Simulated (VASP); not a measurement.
# TePb (Fm-3m) in VASP: notebook

The runs below take TePb through single point, relaxation of cell and atoms, with PBE.

Everything below comes from runs of VASP 6.6.1. Logs are shortened: lines on timing, memory, paths and dates and some standing lists are left out, and cuts for length are marked.

### Step 1. The cell of the first run

Symmetry: Fm-3m, No. 225, cubic system. The conventional cell has a = 6.566 Å, b = 6.566 Å, c = 6.566 Å, α = 90.00°, β = 90.00°, γ = 90.00°. Te (site symmetry m-3m) has 6 Pb at 3.28 Å within 4.3 Å. Pb (site symmetry m-3m) has 6 Te at 3.28 Å within 4.3 Å.

### Step 2. Single point, PBE

The input, INCAR:

```
SYSTEM = TePb
ALGO     = Normal         ! electronic algorithm
EDIFF    = 1E-7           ! SCF threshold, eV
ENCUT    = 520            ! plane-wave cutoff, eV
GGA      = PE             ! functional
ISIF     = 2              ! what is computed and relaxed
ISMEAR   = 0              ! smearing method
LASPH    = .True.         ! aspherical terms in the spheres
LCHARG   = .False.        ! write CHGCAR
LREAL    = .False.        ! projectors in reciprocal space
LWAVE    = .False.        ! write WAVECAR
NBANDS   = 17             ! bands
NELM     = 60             ! most SCF steps
PREC     = Accurate       ! precision mode
SIGMA    = 0.01           ! smearing width, eV
```

The input, KPOINTS:

```
k-points
0
Gamma
  3 3 3
  0 0 0
```

The input, POSCAR:

```
TePb
1.0
    0.0000000000      3.2831912956      3.2831912956
    3.2831912956      0.0000000000      3.2831912956
    3.2831912956      3.2831912956      0.0000000000
Te Pb
1 1
Direct
    0.5000000000      0.5000000000      0.5000000000
    0.0000000000      0.0000000000      0.0000000000
```

Potentials or basis: VASP PAW PBE potentials, release 64 (Te, Pb_d).

Started as:

```bash
$ cat potpaw_PBE.64/Te/POTCAR potpaw_PBE.64/Pb_d/POTCAR > POTCAR
$ mpirun -np 1 vasp_std > vasp.out
```

OUTCAR:

```text
SYSTEM = TePb
   EDIFF = 1E-7
   ENCUT = 520
   GGA = PE
   ISIF = 2
   ISMEAR = 0
   LASPH = .True.
   LREAL = .False.
   NELM = 60
   PREC = Accurate

 ion  position               nearest neighbor table
   1  0.500  0.500  0.500-   2 3.28   2 3.28   2 3.28   2 3.28   2 3.28   2 3.28
   2  0.000  0.000  0.000-   1 3.28   1 3.28   1 3.28   1 3.28   1 3.28   1 3.28

  LATTYP: Found a face centered cubic cell.
 ALAT       =     6.5663825912

  Lattice vectors:

 A1 = (   0.0000000000,   3.2831912956,   3.2831912956)
 A2 = (   3.2831912956,   0.0000000000,   3.2831912956)
 A3 = (   3.2831912956,   3.2831912956,   0.0000000000)

Analysis of symmetry for initial positions (statically):
=====================================================================
 Subroutine PRICEL returns:
 Original cell was already a primitive cell.

 Routine SETGRP: Setting up the symmetry group for a
 face centered cubic supercell.

 Subroutine GETGRP returns: Found 48 space group operations
 (whereof 48 operations were pure point group operations)
 out of a pool of 48 trial point group operations.

The static configuration has the point symmetry O_h .

Analysis of symmetry for dynamics (positions and initial velocities):
=====================================================================
 Subroutine PRICEL returns:
 Original cell was already a primitive cell.

 Routine SETGRP: Setting up the symmetry group for a
 face centered cubic supercell.

 Subroutine GETGRP returns: Found 48 space group operations
 (whereof 48 operations were pure point group operations)
 out of a pool of 48 trial point group operations.

The dynamic configuration has the point symmetry O_h .

 Subroutine INISYM returns: Found 48 space group operations
 (whereof 48 operations are pure point group operations),
 and found     1 'primitive' translations

----------------------------------------------------------------------------------------

                                     Primitive cell

  volume of cell :      70.7813

  direct lattice vectors                    reciprocal lattice vectors
     0.000000000  3.283191296  3.283191296    -0.152290852  0.152290852  0.152290852
     3.283191296  0.000000000  3.283191296     0.152290852 -0.152290852  0.152290852
     3.283191296  3.283191296  0.000000000     0.152290852  0.152290852 -0.152290852

  length of vectors
     4.643133658  4.643133658  4.643133658     0.263775493  0.263775493  0.263775493

  position of ions in fractional coordinates (direct lattice)
[... 58 lines left out ...]
   EDIFF  = 0.1E-06   stopping-criterion for ELM
   LREAL  =      F    real-space projection
   EDIFFG = 0.1E-05   stopping-criterion for IOM
   NSW    =      0    number of steps for IOM
   IBRION =     -1    ionic relax: 0-MD 1-quasi-New 2-CG
   NFREE  =      0    steps in history (QN), initial steepest desc. (CG)
   ISIF   =      2    stress and relaxation
   ISYM   =      2    0-nonsym 1-usesym 2-fastsym
   POTIM  = 0.5000    time-step for ionic-motion
   TEBEG  =    0.0;   TEEND  =   0.0 temperature during run
   PSTRESS=    0.0 pullay stress
   NELECT =      20.0000    total number of electrons
   NUPDOWN=      -1.0000    fix difference up-down
   EMIN   =  10.00;   EMAX   =-10.00  energy-range for DOS
   EFERMI =   0.00;   METHOD = LEGACY
   ISMEAR =     0;   SIGMA  =   0.01  broadening in eV -4-tet -1-fermi 0-gaus
   EFERMI_NEDOS =   21; number of points for ismear=-14 and -15
   IALGO  =     38    algorithm
   IMIX   =      4    mixing-type and parameters
     AMIX     =   0.40;   BMIX     =  1.00
     AMIX_MAG =   1.60;   BMIX_MAG =  1.00
  volume/ion in A,a.u.               =      35.39       238.83
  Fermi-wavevector in a.u.,A,eV,Ry     =   1.074266  2.030069 15.701779  1.154048
  Thomas-Fermi vector in A             =   2.210090
   LORBIT       =      0    0 simple, 1 ext, 2 COOP (PROOUT), +10 PAW based schemes
   GGA     = PE    functional components
   LHFCALC =     F    Hartree Fock is set to
   AEXX    =    0.0000 exact exchange contribution
   IVDW    =     0    specifies the selected vdW correction
   LEPSILON=     F    determine dielectric tensor
   LRPA    =     F    only Hartree local field effects (RPA)
 non-spin polarized calculation
 Gauss-broadening in eV      SIGMA  =   0.01
  energy-cutoff  :      520.00
  volume of cell :       70.78
 maximum number of plane-waves:      1932
 NGX is ok and might be reduce to    36
   NGX = 17   NGY = 17   NGZ = 17

 number of electron      19.9999999 magnetization

 Free energy of the ion-electron system (eV)
  ---------------------------------------------------
  ext. energy  EPLUGINS =         0.00000000
  ---------------------------------------------------
  free energy    TOTEN  =        -7.56943694 eV

  energy without entropy =       -7.56943694  energy(sigma->0) =       -7.56943694

 E-fermi :   4.7319     XC(G=0):  -9.0840

 val. band max:        4.6700523774   @ k =   0.3333   0.0000   0.0000
 cond. band min:       6.5289736764   @ k =   0.3333   0.0000   0.0000
 fundamental gap:      1.8589212991
 Fermi energy:         4.7318550771

 k-point     1 :       0.0000    0.0000    0.0000
  band No.  band energies     occupation
      1     -11.6161      2.00000
      2     -11.6161      2.00000
      3     -11.6106      2.00000
      4     -11.6106      2.00000
      5     -11.6106      2.00000
      6      -6.6175      2.00000
[... 57 lines left out ...]
      4     -11.5985      2.00000
      5     -11.5944      2.00000
      6      -5.0609      2.00000
[... 9 lines left out ...]
     16      13.4452      0.00000
     17      15.2367      0.00000

------------------------ aborting loop because EDIFF is reached ----------------------------------------

  FORCE on cell =-STRESS in cart. coord.  units (eV):
  Direction    XX          YY          ZZ          XY          YZ          ZX
  --------------------------------------------------------------------------------------
  -------------------------------------------------------------------------------------
  Total       -0.0355358     -0.0355358     -0.0355358     -0.0000000      0.0000000     -0.0000000
  in kB       -0.8043745     -0.8043745     -0.8043745     -0.0000000      0.0000000     -0.0000000
  external PRESSURE =      -0.8043745 kB  Pullay stress =       0.0000000 kB

 VOLUME and BASIS-vectors are now :
 -----------------------------------------------------------------------------
  energy-cutoff  :      520.00
  volume of cell :       70.78
      direct lattice vectors                 reciprocal lattice vectors
     0.000000000  3.283191296  3.283191296    -0.152290852  0.152290852  0.152290852
     3.283191296  0.000000000  3.283191296     0.152290852 -0.152290852  0.152290852
     3.283191296  3.283191296  0.000000000     0.152290852  0.152290852 -0.152290852

 POSITION                                       TOTAL-FORCE (eV/Angst)
 -----------------------------------------------------------------------------------
      3.28319      3.28319      3.28319         0.000000     -0.000000      0.000000
      0.00000      0.00000      0.00000        -0.000000      0.000000     -0.000000
 -----------------------------------------------------------------------------------
    total drift:                               -0.000000      0.000000      0.000000

  FREE ENERGIE OF THE ION-ELECTRON SYSTEM (eV)
  ---------------------------------------------------
  free  energy   TOTEN  =        -7.5694369364 eV

  energy  without entropy=       -7.5694369364  energy(sigma->0) =       -7.56943694
```

OSZICAR:

```text
N       E                     dE             d eps       ncg     rms          rms(c)
DAV:   1     0.150199713799E+03    0.15020E+03   -0.93099E+03   136   0.114E+03
DAV:   2     0.308124849067E+01   -0.14712E+03   -0.14177E+03   137   0.285E+02
DAV:   3    -0.746190184668E+01   -0.10543E+02   -0.10508E+02   189   0.821E+01
DAV:   4    -0.770108297739E+01   -0.23918E+00   -0.23909E+00   160   0.147E+01
DAV:   5    -0.770710525745E+01   -0.60223E-02   -0.60221E-02   187   0.211E+00    0.354E+00
DAV:   6    -0.756969072219E+01    0.13741E+00   -0.32579E-01   190   0.381E+00    0.220E+00
DAV:   7    -0.756733742300E+01    0.23533E-02   -0.83562E-02   157   0.133E+00    0.944E-01
DAV:   8    -0.756934320639E+01   -0.20058E-02   -0.87620E-03   156   0.910E-01    0.154E-01
DAV:   9    -0.756940518129E+01   -0.61975E-04   -0.11057E-03   190   0.298E-01    0.434E-02
DAV:  10    -0.756942383030E+01   -0.18649E-04   -0.12002E-04   142   0.753E-02    0.253E-02
DAV:  11    -0.756943713039E+01   -0.13300E-04   -0.41338E-05   148   0.438E-02    0.154E-02
DAV:  12    -0.756943737729E+01   -0.24690E-06   -0.25215E-06   182   0.120E-02    0.114E-02
DAV:  13    -0.756943693340E+01    0.44389E-06   -0.33167E-07   154   0.329E-03    0.348E-03
DAV:  14    -0.756943693645E+01   -0.30509E-08   -0.25691E-07   126   0.510E-03
   1 F= -.75694369E+01 E0= -.75694369E+01  d E =-.431473E-19
```

Wall time 6.6 s (1 thread of AMD EPYC 9R14 (Zen 4), shared host); peak memory 0.17 GiB.

Results:

```
Free energy : -7.5694 eV
Pressure    : -0.1 GPa
```

Caveat: the k points lie up to 0.55 Å⁻¹ apart; this odd mesh misses L, where the gap lies, so gap, dielectric constants and Born charges aren't listed; spin-orbit coupling is left out, which moves the levels of the heavy elements.

### Step 3. Relaxation of cell and atoms, PBE

This run uses another cell than the first one, of 33.73 Å³/atom, 0.953 times its volume.

The input, INCAR:

```
SYSTEM = TePb
ALGO = Normal ; EDIFF = 1E-6
EDIFFG = -0.01 ; ENCUT = 600
GGA = PE ; IBRION = 2
ISIF = 3 ; ISMEAR = 0
LASPH = .True. ; LCHARG = .False.
LREAL = .False. ; LWAVE = .False.
NELM = 80 ; NSW = 80
PREC = Accurate ; SIGMA = 0.01
```

KPOINTS is that of step 2.

The input, POSCAR:

```
TePb
1.0
    0.0000000000      3.2310000000      3.2310000000
    3.2310000000      0.0000000000      3.2310000000
    3.2310000000      3.2310000000      0.0000000000
Te Pb
1 1
Direct
    0.5000000000      0.5000000000      0.5000000000
    0.0000000000      0.0000000000      0.0000000000
```

Potentials or basis: VASP PAW PBE potentials, release 64 (Te, Pb_d).

Started as:

```bash
$ cat potpaw_PBE.64/Te/POTCAR potpaw_PBE.64/Pb_d/POTCAR > POTCAR
$ mpirun -np 1 vasp_std > vasp.out
```

Wall time 16 s (1 thread of AMD EPYC 9R14 (Zen 4), shared host); peak memory 0.2 GiB.

It converged, with:

| Property | Result |
| --- | --- |
| Free energy | -7.5692 eV |
| Relaxed volume | 35.33 Å³/atom |
| Relaxed cell | a = 4.641 Å, b = 4.641 Å, c = 4.641 Å, α = 60.00°, β = 60.00°, γ = 60.00° |
| Space group after relaxing (to 0.05 Å) | Fm-3m (No. 225) |
| Energy gained by relaxing | 9.9 meV/atom |
| Ionic steps | 3 |
| Pressure after relaxing | 0.0 GPa |

Step by step:
```csv
step,energy change (eV),largest force (eV/Å),pressure (GPa),volume (Å³)
1,0.0000,0.0000,2.06,67.46
2,-0.0177,0.0000,-0.60,71.79
3,-0.0198,0.0000,0.01,70.67
```

Final structure:
```
Te Pb
1.0
     0.00000    3.28142    3.28142
     3.28142    0.00000    3.28142
     3.28142    3.28142    0.00000
Te Pb
1 1
Cartesian
  3.2814 3.2814 3.2814
  0.0000 0.0000 0.0000
```

Levels at points of the mesh, in eV from the Fermi level:
```tsv
k point	band 8	band 9	band 10	band 11	band 12	band 13
(0.00, 0.00, 0.00)	-0.90	-0.90	-0.90	4.31	4.31	4.31
```

Caveat: the k points lie up to 0.55 Å⁻¹ apart in the final cell; this odd mesh misses L, where the gap lies, so gap, dielectric constants and Born charges aren't listed; spin-orbit coupling is left out, which moves the levels of the heavy elements.
